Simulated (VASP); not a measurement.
Wanted: the native input for a VASP 6.6.1 run.

- Task: single point
- Functional: PBEsol
- Potentials or basis: VASP PAW PBE potentials, release 64 (V_sv, N)
- Cutoff: 520 eV
- k mesh: 12 × 12 × 1
- Occupations: gaussian, width 0.1 eV
- Spin: no spin polarisation
- Dipole correction: yes
- Further INCAR settings: ALGO = Fast; EDIFF = 1e-06; NBANDS = 36

The structure of V4N lies in POSCAR:

```
V4N
1.0
    2.5624431093      0.0000000000      0.0000000000
   -0.8541477031      2.4158945320      0.0000000000
    0.0000000000      0.0000000000     25.2766781127
V N
4 1
Direct
    0.5000000000      0.5000000000      0.3362783655
    0.0000000000      0.0000000000      0.4190513481
    0.5000000000      0.5000000000      0.5006064371
    0.0000000000      0.0000000000      0.5827374768
    0.0000000000      0.0000000000      0.6482606108
```

These files were run (other wordings do the same):

INCAR

```
PREC = Accurate
ENCUT = 520
EDIFF = 1E-6
ISMEAR = 0
SIGMA = 0.1
LREAL = False
LASPH = True
NELM = 100
ALGO = Fast
ISIF = 2
LWAVE = False
LCHARG = True
LDIPOL = True
IDIPOL = 3
DIPOL = 0.5 0.5 0.497
GGA = PS
LELF = True
LVHAR = True
LVACPOTAV = True
NBANDS = 36
```

KPOINTS

```
Automatic mesh
0
Gamma
  12 12 1
```

Potentials or basis: VASP PAW PBE potentials, release 64 (V_sv, N).

Command:

```sh
$ cat potpaw_PBE.64/V_sv/POTCAR potpaw_PBE.64/N/POTCAR > POTCAR
$ mpirun -np 1 vasp_std > vasp.out
```

It gave:

* Largest force: 0.330 eV/Å
* Band gap on the k mesh: zero (an odd number of electrons rules out a gap without spin polarisation)

Caveat: the PAW data sets were made with another functional, which shifts forces and pressure a little; the run has no spin polarisation, though such a crystal can be magnetic.

Run time: 4.5 min on 1 thread of Intel(R) Xeon(R) 6975P-C (Granite Rapids), with other jobs on the host, peak memory 0.39 GiB.
